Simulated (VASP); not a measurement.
Here is a VASP 6.6.1 calculation.

INCAR

```
SYSTEM = Rb2BS2
PREC = Accurate
ENCUT = 520
EDIFF = 1E-6
ISMEAR = -1
SIGMA = 0.1
LREAL = .FALSE.
LASPH = .TRUE.
NELM = 80
ALGO = Normal
ISIF = 2
LWAVE = .FALSE.
LCHARG = .FALSE.
GGA = PE
NBANDS = 44
```

File KPOINTS:

```
Automatic mesh
0
G
  4 4 4
  0 0 0
```

The input POSCAR:

```
Rb2BS2
1.0
    0.0000000000     -0.0000002395      6.1139490000
    6.9142500000      0.0000000000      0.0000000000
    3.4571250000      6.3810391198     -3.0569742500
S Rb B
4 4 2
Direct
    0.9156292640      0.2300694643      0.8312585279
    0.0843707360      0.7699305357      0.1687414721
    0.5843707360      0.0613279923      0.1687414721
    0.4156292640      0.9386720077      0.8312585279
    0.1495215481      0.1853482318      0.2990430963
    0.8504784519      0.8146517682      0.7009569037
    0.3504784519      0.4843913280      0.7009569037
    0.6495215481      0.5156086720      0.2990430963
    0.2500000000      0.0000000000      0.0000000000
    0.7500000000      0.0000000000      0.0000000000
```

Potentials or basis: VASP PAW PBE potentials, release 64 (S, Rb_sv, B).

The run is started by

```bash
$ cat potpaw_PBE.64/S/POTCAR potpaw_PBE.64/Rb_sv/POTCAR potpaw_PBE.64/B/POTCAR > POTCAR
$ mpirun -np 1 vasp_std > vasp.out
```

Q: What does it give for the band gap on the k mesh?

A: Zero (bands 33 and 34 overlap by 0.67 eV).

Q: What does it give for the pressure?

A: -1.5 GPa.

Q: Estimate the largest force.

A: 0.022 eV/Å.

Forces on the atoms (eV/Å):
```
S   -0.015  0.017  0.000
S    0.015 -0.017  0.000
S   -0.015 -0.017  0.000
S    0.015  0.017  0.000
Rb   0.003  0.002  0.000
Rb  -0.003 -0.002  0.000
Rb   0.003 -0.002  0.000
Rb  -0.003  0.002  0.000
B    0.000  0.000  0.000
B    0.000  0.000  0.000
```
